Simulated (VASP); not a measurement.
Runs of VASP 6.6.1 on Zr. It takes space group Fm-3m (No. 225, cubic). The conventional cell has a = 4.529 Å, b = 4.529 Å, c = 4.529 Å, α = 90.00°, β = 90.00°, γ = 90.00°. Zr (site symmetry m-3m) has 12 Zr at 3.20 Å within 4.2 Å. 

```csv
level,spin,U,fixed moment (μB),k mesh,cutoff (eV),smearing,gap on the mesh (eV),pressure (GPa),moment (μB)
PBE,off,-,-,10 × 10 × 10,500,tetrahedron,none,-0.1,-
PBE,off,-,-,2 × 2 × 2,500,gaussian 0.1 eV,none,(a),-
PBE+U,"collinear, ferromagnetic start",Zr d U = 0.75 eV,-,4 × 4 × 4,500,gaussian 0.1 eV,none,(b),0.05
PBE,"collinear, ferromagnetic start",-,6.0,8 × 8 × 8,520,gaussian 0.1 eV,-,34.9,6.00
PBE,off,-,-,6 × 6 × 6,500,gaussian 0.1 eV,none,-0.1,-
PBE,off,-,-,10 × 10 × 10,500,gaussian 0.1 eV,none,0.1,-
PBE,off,-,-,10 × 10 × 10,520,tetrahedron,none,-0.1,-
```

Alike in all rows: task single point; potentials or basis VASP PAW PBE potentials, release 64 (Zr_sv); cell as given.

Task: Estimate the missing entries.

Result: (a) -23.1; (b) 2.7.

Caveats: some runs use coarse meshes; tetrahedron occupations give inexact forces and stress in metals (some runs); the U is typed as a test and isn't derived for this compound (some runs); the total moment is fixed, so each spin has its own Fermi level (some runs).

A k mesh can miss the band edges, and the runs leave out spin-orbit coupling on Zr.

A gap of «none» marks levels without a gap at the run's occupations.
